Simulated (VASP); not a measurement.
Here is a VASP 6.6.1 calculation.

Contents of INCAR:

```
PREC     = Accurate       # precision mode
ENCUT    = 520            # plane-wave cutoff, eV
EDIFF    = 1E-6           # SCF threshold, eV
ISMEAR   = 0              # smearing method
SIGMA    = 0.01           # smearing width, eV
LREAL    = F              # projectors in reciprocal space
LASPH    = T              # aspherical terms in the spheres
NELM     = 80             # most SCF steps
ALGO     = Normal         # electronic algorithm
ISIF     = 2              # what is computed and relaxed
LWAVE    = F              # write WAVECAR
LCHARG   = F              # write CHGCAR
GGA      = PE             # functional
NBANDS   = 28             # bands
```

Contents of KPOINTS:

```
regular mesh
0
Gamma
  6 6 6
```

The input POSCAR:

```
BaTiO3
1.0
    3.9372021242      0.0000000000      0.0000000000
    0.0000000000      3.9372021242      0.0000000000
    0.0000000000      0.0000000000      3.9372021242
Ba Ti O
1 1 3
Direct
    0.5000000000      0.5000000000      0.5000000000
    0.0000000000      0.0000000000      0.0000000000
    0.5000000000      0.0000000000      0.0000000000
    0.0000000000      0.5000000000      0.0000000000
    0.0000000000      0.0000000000      0.5000000000
```

Potentials or basis: VASP PAW PBE potentials, release 64 (Ba_sv, Ti_sv, O).

Launch:

```bash
$ cat potpaw_PBE.64/Ba_sv/POTCAR potpaw_PBE.64/Ti_sv/POTCAR potpaw_PBE.64/O/POTCAR > POTCAR
$ mpirun -np 1 vasp_std > vasp.out
```

(1) Estimate the band gap on the k mesh.

(2) Predict the pressure.

Answers

(1) 1.84 eV, indirect (least direct gap 1.94 eV).

(2) 13.8 GPa.

Caveat: spin-orbit coupling is left out, which moves the levels of the heavy elements.
